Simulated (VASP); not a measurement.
Wanted: the native input for a VASP 6.6.1 run.

- Task: single point
- Functional: PBE
- Dispersion: D3(BJ)
- Potentials or basis: VASP PAW PBE potentials, release 64 (B, N)
- Cutoff: 520 eV
- k mesh: 12 × 12 × 4
- Occupations: gaussian, width 0.02 eV
- Spin: no spin polarisation
- Dipole correction: no
- Further INCAR settings: ALGO = Normal; EDIFF = 1e-07; NBANDS = 21

The structure of BN lies in POSCAR:

```
BN
1.0
    2.5061138137      0.0000000000      0.0000000000
   -1.2530569069      2.1703582275      0.0000000000
    0.0000000000      0.0000000000      9.4892652298
B N
3 3
Direct
    0.0000000000      0.0000000000      0.0001943935
    0.6666666667      0.3333333333      0.3335277269
    0.3333333333      0.6666666667      0.6668610602
    0.6666666667      0.3333333333      0.0007059398
    0.3333333333      0.6666666667      0.3340392731
    0.0000000000      0.0000000000      0.6673726065
```

This cell differs from its parent crystal: strain along c alone, the other axes held: -4.0 %, then relaxed in part.

The input as run:

INCAR

```
PREC = Accurate
ENCUT = 520
EDIFF = 1E-7
ISMEAR = 0
SIGMA = 0.02
LREAL = False
LASPH = True
NELM = 80
ALGO = Normal
ISIF = 2
LWAVE = False
LCHARG = False
GGA = PE
IVDW = 12
NBANDS = 21
```

KPOINTS

```
regular mesh
0
Gamma
  12 12 4
```

Potentials or basis: VASP PAW PBE potentials, release 64 (B, N).

Run with:

```console
$ cat potpaw_PBE.64/B/POTCAR potpaw_PBE.64/N/POTCAR > POTCAR
$ mpirun -np 1 vasp_std > vasp.out
```

It gave:

```yaml
Pressure: 0.5 GPa
Band_gap_on_the_k_mesh: 4.10 eV
Dispersion_energy_per_atom: -0.149 eV
```

Caveat: the cell differs from its parent crystal (strain along c alone, the other axes held: -4.0 %, then relaxed in part).

It took 110 s on 1 thread of Intel Xeon 8259CL, on a shared host, peak memory 0.22 GiB.
